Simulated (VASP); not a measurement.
# Au (Im-3m) in VASP: a series of runs

Au is run at these levels: LDA; tasks: single point.

All numbers are computed with VASP 6.6.1; they aren't measurements. Logs are shortened: lines on timing, memory, paths and dates and some standing lists are left out, and cuts for length are marked.

### 1 The cell of the first run

The structure is cubic, space group Im-3m (No. 229). The conventional cell has a = 2.786 Å, b = 2.786 Å, c = 2.786 Å, α = 90.00°, β = 90.00°, γ = 90.00°. Within 3.2 Å of Au (site symmetry m-3m) lie 14 Au at 2.41 to 2.79 Å.

### 2 Single point, LDA (volume scaled by 0.65)

Input file INCAR:

```
SYSTEM = Au
PREC     = Accurate       ! precision mode
ENCUT    = 520            ! plane-wave cutoff, eV
EDIFF    = 1E-7           ! SCF threshold, eV
ISMEAR   = -1             ! smearing method
SIGMA    = 0.1            ! smearing width, eV
LREAL    = .FALSE.        ! projectors in reciprocal space
LASPH    = .TRUE.         ! aspherical terms in the spheres
NELM     = 80             ! most SCF steps
ALGO     = Normal         ! electronic algorithm
ISIF     = 2              ! what is computed and relaxed
LWAVE    = .FALSE.        ! write WAVECAR
LCHARG   = .TRUE.         ! write CHGCAR
LELF     = .TRUE.         ! ELF
LVHAR    = .TRUE.       
NBANDS   = 12             ! bands
```

Input file KPOINTS:

```
regular mesh
0
G
  17 17 17
  0 0 0
```

Input file POSCAR:

```
Au
1.0
   -1.3928515339      1.3928515339      1.3928515339
    1.3928515339     -1.3928515339      1.3928515339
    1.3928515339      1.3928515339     -1.3928515339
Au
1
Direct
    0.0000000000      0.0000000000      0.0000000000
```

Potentials or basis: VASP PAW LDA potentials, release 64 (Au).

The run is started by

```
$ cat potpaw_LDA.64/Au/POTCAR > POTCAR
$ mpirun -np 1 vasp_std > vasp.out
```

OUTCAR:

```text
SYSTEM = Au
   PREC = Accurate
   ENCUT = 520
   EDIFF = 1E-7
   ISMEAR = -1
   LREAL = .FALSE.
   LASPH = .TRUE.
   NELM = 80
   ISIF = 2

 ion  position               nearest neighbor table
   1  0.000  0.000  0.000-

  LATTYP: Found a body centered cubic cell.
 ALAT       =     2.7857030678

  Lattice vectors:

 A1 = (  -1.3928515339,   1.3928515339,   1.3928515339)
 A2 = (   1.3928515339,  -1.3928515339,   1.3928515339)
 A3 = (   1.3928515339,   1.3928515339,  -1.3928515339)

Analysis of symmetry for initial positions (statically):
=====================================================================
 Subroutine PRICEL returns:
 Original cell was already a primitive cell.

 Routine SETGRP: Setting up the symmetry group for a
 body centered cubic supercell.

 Subroutine GETGRP returns: Found 48 space group operations
 (whereof 48 operations were pure point group operations)
 out of a pool of 48 trial point group operations.

The static configuration has the point symmetry O_h .

Analysis of symmetry for dynamics (positions and initial velocities):
=====================================================================
 Subroutine PRICEL returns:
 Original cell was already a primitive cell.

 Routine SETGRP: Setting up the symmetry group for a
 body centered cubic supercell.

 Subroutine GETGRP returns: Found 48 space group operations
 (whereof 48 operations were pure point group operations)
 out of a pool of 48 trial point group operations.

The dynamic configuration has the point symmetry O_h .

 Subroutine INISYM returns: Found 48 space group operations
 (whereof 48 operations are pure point group operations),
 and found     1 'primitive' translations

----------------------------------------------------------------------------------------

                                     Primitive cell

  volume of cell :      10.8087

  direct lattice vectors                    reciprocal lattice vectors
    -1.392851534  1.392851534  1.392851534     0.000000000  0.358975805  0.358975805
     1.392851534 -1.392851534  1.392851534     0.358975805  0.000000000  0.358975805
     1.392851534  1.392851534 -1.392851534     0.358975805  0.358975805  0.000000000

  length of vectors
     2.412489624  2.412489624  2.412489624     0.507668451  0.507668451  0.507668451

  position of ions in fractional coordinates (direct lattice)
     0.000000000  0.000000000  0.000000000

  ion indices of the primitive-cell ions
   primitive index   ion index
                 1           1

----------------------------------------------------------------------------------------

 KPOINTS: regular mesh

Automatic generation of k-mesh.
 Grid dimensions read from file:
 generate k-points for:   17   17   17

 Generating k-lattice:

  Cartesian coordinates                     Fractional coordinates (reciprocal lattice)
     0.000000000  0.021116224  0.021116224     0.058823529  0.000000000  0.000000000
     0.021116224  0.000000000  0.021116224     0.000000000  0.058823529  0.000000000
     0.021116224  0.021116224  0.000000000     0.000000000  0.000000000  0.058823529

  Length of vectors
     0.029862850  0.029862850  0.029862850

  Shift w.r.t. Gamma in fractional coordinates (k-lattice)
     0.000000000  0.000000000  0.000000000

 Subroutine IBZKPT returns following result:
 ===========================================

 Found    165 irreducible k-points:

 Following reciprocal coordinates:
            Coordinates               Weight
  0.000000  0.000000  0.000000      1.000000
  0.058824  0.000000  0.000000     12.000000
  0.117647  0.000000  0.000000     12.000000
  0.176471  0.000000  0.000000     12.000000
  0.235294  0.000000  0.000000     12.000000
  0.294118  0.000000  0.000000     12.000000
[... 16 lines left out ...]
  0.411765  0.117647 -0.000000     48.000000
  0.176471  0.176471  0.000000     24.000000
 [... further k-points ...]
   k-points           NKPTS =    165   k-points in BZ     NKDIM =    165   number of bands    NBANDS=     12
   number of dos      NEDOS =    301   number of ions     NIONS =      1
   total plane-waves  NPLWV =   5832
   dimension x,y,z NGX =    18 NGY =   18 NGZ =   18
   dimension x,y,z NGXF=    36 NGYF=   36 NGZF=   36
   ions per type =               1
   NGX,Y,Z   is equivalent  to a cutoff of  12.40, 12.40, 12.40 a.u.
   NGXF,Y,Z  is equivalent  to a cutoff of  24.81, 24.81, 24.81 a.u.
 SYSTEM =  Au
   PREC   = accura    normal or accurate (medium, high low for compatibility)
   ISTART =      0    job   : 0-new  1-cont  2-samecut
   ICHARG =      2    charge: 1-file 2-atom 10-const
   ISPIN  =      1    spin polarized calculation?
   LNONCOLLINEAR =      F non collinear calculations
   LSORBIT =      F    spin-orbit coupling
   LASPH  =      T    aspherical Exc in radial PAW
   ENCUT  =  520.0 eV  38.22 Ry    6.18 a.u.   4.49  4.49  4.49*2*pi/ulx,y,z
   NELM   =     80;   NELMIN=  2; NELMDL= -5     # of ELM steps
   EDIFF  = 0.1E-06   stopping-criterion for ELM
   LREAL  =      F    real-space projection
   EDIFFG = 0.1E-05   stopping-criterion for IOM
   NSW    =      0    number of steps for IOM
   IBRION =     -1    ionic relax: 0-MD 1-quasi-New 2-CG
   NFREE  =      0    steps in history (QN), initial steepest desc. (CG)
   ISIF   =      2    stress and relaxation
   ISYM   =      2    0-nonsym 1-usesym 2-fastsym
   POTIM  = 0.5000    time-step for ionic-motion
   TEBEG  =    0.0;   TEEND  =   0.0 temperature during run
   PSTRESS=    0.0 pullay stress
   NELECT =      11.0000    total number of electrons
   NUPDOWN=      -1.0000    fix difference up-down
   EMIN   =  10.00;   EMAX   =-10.00  energy-range for DOS
   EFERMI =   0.00;   METHOD = LEGACY
   ISMEAR =    -1;   SIGMA  =   0.10  broadening in eV -4-tet -1-fermi 0-gaus
   EFERMI_NEDOS =   21; number of points for ismear=-14 and -15
   IALGO  =     38    algorithm
   IMIX   =      4    mixing-type and parameters
     AMIX     =   0.40;   BMIX     =  1.00
     AMIX_MAG =   1.60;   BMIX_MAG =  1.00
  volume/ion in A,a.u.               =      10.81        72.94
  Fermi-wavevector in a.u.,A,eV,Ry     =   1.646699  3.111810 36.893800  2.711618
  Thomas-Fermi vector in A             =   2.736283
   LORBIT       =      0    0 simple, 1 ext, 2 COOP (PROOUT), +10 PAW based schemes
   GGA     = CA    functional components
   LHFCALC =     F    Hartree Fock is set to
   AEXX    =    0.0000 exact exchange contribution
   IVDW    =     0    specifies the selected vdW correction
   LEPSILON=     F    determine dielectric tensor
   LRPA    =     F    only Hartree local field effects (RPA)
 non-spin polarized calculation
  energy-cutoff  :      520.00
  volume of cell :       10.81
 maximum number of plane-waves:       321
 NGX is ok and might be reduce to    18
   NGX =  9   NGY =  9   NGZ =  9

 number of electron      11.0000003 magnetization

 Free energy of the ion-electron system (eV)
  ---------------------------------------------------
  ext. energy  EPLUGINS =         0.00000000
  ---------------------------------------------------
  free energy    TOTEN  =        -1.25983285 eV

  energy without entropy =       -1.25145878  energy(sigma->0) =       -1.25564582

 E-fermi :  19.6446     XC(G=0): -15.7590

 val. band max:       19.5422206732   @ k =  -0.4706   0.4706   0.1176
 cond. band min:      19.6836851272   @ k =   0.2353   0.1176   0.1176
 fundamental gap:      0.1414644540
 Fermi energy:        19.6445735568

 k-point     1 :       0.0000    0.0000    0.0000
  band No.  band energies     occupation
      1       3.4527      2.00000
      2      10.7921      2.00000
      3      10.7921      2.00000
      4      10.7921      2.00000
      5      14.7039      2.00000
      6      14.7039      2.00000
      7      34.4552      0.00000
      8      34.4552      0.00000
      9      34.4552      0.00000
     10      49.6364      0.00000
     11      49.6364      0.00000
     12      52.5980      0.00000

 k-point     2 :       0.0588    0.0000    0.0000
  band No.  band energies     occupation
      1       3.6552      2.00000
      2      10.6969      2.00000
      3      10.7893      2.00000
      4      10.9727      2.00000
      5      14.5664      2.00000
      6      14.7089      2.00000
      7      34.5940      0.00000
      8      34.7771      0.00000
      9      34.8091      0.00000
     10      47.6303      0.00000
     11      48.7453      0.00000
     12      52.3676      0.00000

 k-point     3 :       0.1176    0.0000    0.0000
  band No.  band energies     occupation
      1       4.2335      2.00000
      2      10.4328      2.00000
      3      10.7672      2.00000
      4      11.5063      2.00000
      5      14.2596      2.00000
      6      14.7293      2.00000
      7      34.9050      0.00000
      8      35.6603      0.00000
      9      35.7181      0.00000
     10      45.1595      0.00000
     11      46.7904      0.00000
     12      51.4405      0.00000
[... 286 lines left out ...]
 k-point    23 :       0.4118    0.1176   -0.0000
  band No.  band energies     occupation
      1       6.7730      2.00000
      2       8.6768      2.00000
      3      13.5043      2.00000
      4      14.4586      2.00000
      5      16.2279      2.00000
      6      20.3904      0.00115
      7      26.5092      0.00000
      8      31.3443      0.00000
      9      35.7097      0.00000
     10      43.7067      0.00000
     11      46.6719      0.00000
     12      49.6675      0.00000

 k-point    24 :       0.1765    0.1765    0.0000
  band No.  band energies     occupation
      1       7.1905      2.00000
      2       9.6612      2.00000
      3       9.9680      2.00000
      4      13.6791      2.00000
      5      15.2531      2.00000
      6      16.0479      2.00000
      7      33.3096      0.00000
      8      35.1565      0.00000
      9      39.0996      0.00000
     10      39.2612      0.00000
     11      45.6420      0.00000
     12      50.8089      0.00000

 [... further k-points ...]

------------------------ aborting loop because EDIFF is reached ----------------------------------------

  FORCE on cell =-STRESS in cart. coord.  units (eV):
  Direction    XX          YY          ZZ          XY          YZ          ZX
  --------------------------------------------------------------------------------------
  -------------------------------------------------------------------------------------
  Total       18.3540258     18.3540258     18.3540258      0.0000000      0.0000000      0.0000000
  in kB     2720.6172536   2720.6172536   2720.6172536      0.0000000      0.0000000      0.0000000
  external PRESSURE =    2720.6172536 kB  Pullay stress =       0.0000000 kB

 VOLUME and BASIS-vectors are now :
 -----------------------------------------------------------------------------
  energy-cutoff  :      520.00
  volume of cell :       10.81
      direct lattice vectors                 reciprocal lattice vectors
    -1.392851534  1.392851534  1.392851534     0.000000000  0.358975805  0.358975805
     1.392851534 -1.392851534  1.392851534     0.358975805  0.000000000  0.358975805
     1.392851534  1.392851534 -1.392851534     0.358975805  0.358975805  0.000000000

 POSITION                                       TOTAL-FORCE (eV/Angst)
 -----------------------------------------------------------------------------------
      0.00000      0.00000      0.00000         0.000000      0.000000      0.000000
 -----------------------------------------------------------------------------------
    total drift:                                0.000000      0.000000      0.000000

  FREE ENERGIE OF THE ION-ELECTRON SYSTEM (eV)
  ---------------------------------------------------
  free  energy   TOTEN  =        -1.2598328512 eV

  energy  without entropy=       -1.2514587803  energy(sigma->0) =       -1.25564582
```

Run time: 11 s. Hardware: 1 thread of Intel Xeon Platinum 8488C (Sapphire Rapids), shared host; peak memory 0.13 GiB.

Results:

| Quantity | Value |
| --- | --- |
| Free energy | -1.2598 eV |
| Pressure | 272.1 GPa |

Levels at points of the mesh, in eV from the Fermi level:
```csv
k point,band 4,band 5,band 6,band 7,band 8,band 9
"(0.00, 0.00, 0.00)",-8.85,-4.94,-4.94,14.81,14.81,14.81
```

Caveat: spin-orbit coupling is left out, which moves the levels of the heavy elements.

### 3 Single point, LDA (volume scaled by 0.75)

Input file INCAR:

```
PREC     = Accurate       # precision mode
ENCUT    = 520            # plane-wave cutoff, eV
EDIFF    = 1E-6           # SCF threshold, eV
ISMEAR   = -1             # smearing method
SIGMA    = 0.1            # smearing width, eV
LREAL    = F              # projectors in reciprocal space
LASPH    = T              # aspherical terms in the spheres
NELM     = 60             # most SCF steps
ALGO     = Normal         # electronic algorithm
ISIF     = 2              # what is computed and relaxed
LWAVE    = F              # write WAVECAR
LCHARG   = T              # write CHGCAR
LELF     = T              # ELF
LVHAR    = T            
NBANDS   = 12             # bands
```

Input file KPOINTS:

```
Automatic mesh
0
Gamma
  17 17 17
```

Input file POSCAR:

```
Au
1.0
   -1.4609010315      1.4609010315      1.4609010315
    1.4609010315     -1.4609010315      1.4609010315
    1.4609010315      1.4609010315     -1.4609010315
Au
1
Direct
    0.0000000000      0.0000000000      0.0000000000
```

Potentials or basis: VASP PAW LDA potentials, release 64 (Au).

The run is started by

```
$ cat potpaw_LDA.64/Au/POTCAR > POTCAR
$ mpirun -np 1 vasp_std > vasp.out
```

It took 13 s on 1 thread of Intel Xeon Platinum 8488C (Sapphire Rapids), shared host; peak memory 0.13 GiB.

The run converged. Its results:

| Property | Result |
| --- | --- |
| Free energy | -3.2291 eV |
| Pressure | 124.3 GPa |

Levels at points of the mesh, in eV from the Fermi level:
| k point | band 3 | band 4 | band 5 | band 6 | band 7 | band 8 | band 9 | band 10 |
| --- | --- | --- | --- | --- | --- | --- | --- | --- |
| (0.00, 0.00, 0.00) | -7.24 | -7.24 | -4.06 | -4.06 | 15.76 | 15.76 | 15.76 | 28.51 |

Caveat: spin-orbit coupling is left out, which moves the levels of the heavy elements.

### 4 Single point, LDA (volume scaled by 0.75)

Input file INCAR:

```
SYSTEM = Au
ALGO = Normal
EDIFF = 1E-7
ENCUT = 520
GGA = CA
ISIF = 2
ISMEAR = -1
LASPH = .TRUE.
LCHARG = .TRUE.
LELF = .TRUE.
LREAL = .FALSE.
LVHAR = .TRUE.
LWAVE = .FALSE.
NBANDS = 12
NELM = 100
PREC = Accurate
SIGMA = 0.1
```

Input file KPOINTS:

```
k-points
0
G
  17 17 17
  0 0 0
```

POSCAR is that of step 3.

The run is started by

```
$ cat potpaw_LDA.64/Au/POTCAR > POTCAR
$ mpirun -np 1 vasp_std > vasp.out
```

It took 17 s on 1 thread of Intel Xeon Platinum 8488C (Sapphire Rapids), shared host; peak memory 0.14 GiB.

The run converged. Its results:

```
Free energy : -3.2291 eV
Pressure    : 124.3 GPa
```

Levels at points of the mesh, in eV from the Fermi level:
```csv
k point,band 2,band 3,band 4,band 5,band 6,band 7,band 8,band 9,band 10,band 11
"(0.00, 0.00, 0.00)",-7.24,-7.24,-7.24,-4.06,-4.06,15.76,15.76,15.76,28.51,28.51
```

Caveat: spin-orbit coupling is left out, which moves the levels of the heavy elements.

### 5 Single point, LDA (volume scaled by 0.85)

Input file INCAR:

```
SYSTEM = Au
PREC = Accurate
ENCUT = 520
EDIFF = 1E-6
ISMEAR = -1
SIGMA = 0.1
LREAL = .FALSE.
LASPH = .TRUE.
NELM = 60
ALGO = Normal
ISIF = 2
LWAVE = .FALSE.
LCHARG = .FALSE.
NBANDS = 12
```

Input file KPOINTS:

```
regular mesh
0
G
  17 17 17
  0 0 0
```

Input file POSCAR:

```
Au
1.0
   -1.5231406768      1.5231406768      1.5231406768
    1.5231406768     -1.5231406768      1.5231406768
    1.5231406768      1.5231406768     -1.5231406768
Au
1
Direct
    0.0000000000      0.0000000000      0.0000000000
```

The run is started by

```
$ cat potpaw_LDA.64/Au/POTCAR > POTCAR
$ mpirun -np 1 vasp_std > vasp.out
```

Wall time 12 s (1 thread of Intel Xeon Platinum 8488C (Sapphire Rapids), shared host); peak memory 0.14 GiB.

It converged, with:

```yaml
Free_energy: -4.0929 eV
Pressure: 50.1 GPa
```

Levels at points of the mesh, in eV from the Fermi level:
```csv
k point,band 3,band 4,band 5,band 6,band 7,band 8,band 9,band 10
"(0.00, 0.00, 0.00)",-6.10,-6.10,-3.46,-3.46,16.28,16.28,16.28,27.19
```

Caveat: spin-orbit coupling is left out, which moves the levels of the heavy elements.

### 6 Summary

```tsv
cell	gap on the mesh (eV)	pressure (GPa)
a = 2.412 Å, angles 109.5°, 1 atom	none	272.1
a = 2.530 Å, angles 109.5°, 1 atom	none	124.3
a = 2.638 Å, angles 109.5°, 1 atom	none	50.1
```

Alike in all rows: task single point; level LDA; potentials or basis VASP PAW LDA potentials, release 64 (Au); no spin polarisation; k mesh 17 × 17 × 17; cutoff (eV) 520; smearing fermi-dirac 0.1 eV.

Caveats: spin-orbit coupling is left out, which moves the levels of the heavy elements.

Total energies depend on the potentials used, so only differences within one code and one set of settings carry meaning.
